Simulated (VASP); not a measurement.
## Ta2SiO3: single point with PBE

The system is Ta2SiO3.

```
Ta Si O
1.0
     5.03019    0.00000    0.00000
    -2.51509    4.35627    0.00000
     0.00000    0.00000    3.21795
Ta Si O
2 1 3
Direct
  0.33333 0.66667 0.50000
  0.66667 0.33333 0.50000
  0.00000 0.00000 0.00000
  0.59366 0.00000 0.00000
  0.00000 0.59366 0.00000
  0.40634 0.40634 0.00000
```

```
Program             : VASP 6.6.1
Task                : single point
Functional          : PBE
Potentials or basis : VASP PAW PBE potentials, release 64 (Ta_sv_GW, Si, O)
Cutoff              : 600 eV
k mesh              : 6 × 6 × 6
Occupations         : gaussian, width 0.1 eV
Spin                : no spin polarisation
```

The pressure is -0.1 GPa and the largest force is 0.017 eV/Å. The band gap on the k mesh is 0.68 eV, direct.

Forces in eV/Å, atoms in the order of the input:
```
Ta   0.000  0.000  0.000
Ta   0.000  0.000  0.000
Si   0.000  0.000  0.000
O   -0.017  0.000  0.000
O    0.009 -0.015  0.000
O    0.009  0.015  0.000
```

Stress tensor (GPa, compression positive):
```
-0.29  0.00  0.00
 0.00 -0.29  0.00
 0.00  0.00  0.23
```

Levels at points of the mesh, in eV from the valence-band top:
```csv
k point,band 20,band 21,band 22,band 23,band 24,band 25,band 26,band 27,band 28,band 29
"(0.00, 0.00, 0.00)",-5.19,-3.97,-2.26,-0.01,-0.01,0.93,0.93,0.95,0.95,3.20
"(0.50, 0.00, 0.00)",-5.38,-3.07,-2.95,-1.19,-0.12,1.38,1.66,1.75,2.48,2.56
"(0.00, 0.00, 0.50)",-5.37,-2.23,-1.44,-1.22,-1.22,0.94,2.13,2.13,2.34,2.34
"(0.50, 0.00, 0.50)",-5.60,-3.76,-1.02,-0.99,-0.10,1.05,2.05,2.07,2.58,2.77
```

Wall time 82 s on 1 thread of Intel(R) Xeon(R) Platinum 8488C (Sapphire Rapids) (shared host), peak memory 0.24 GiB.

Caveat: spin-orbit coupling is left out, which moves the levels of the heavy elements. A k mesh can miss the band edges.
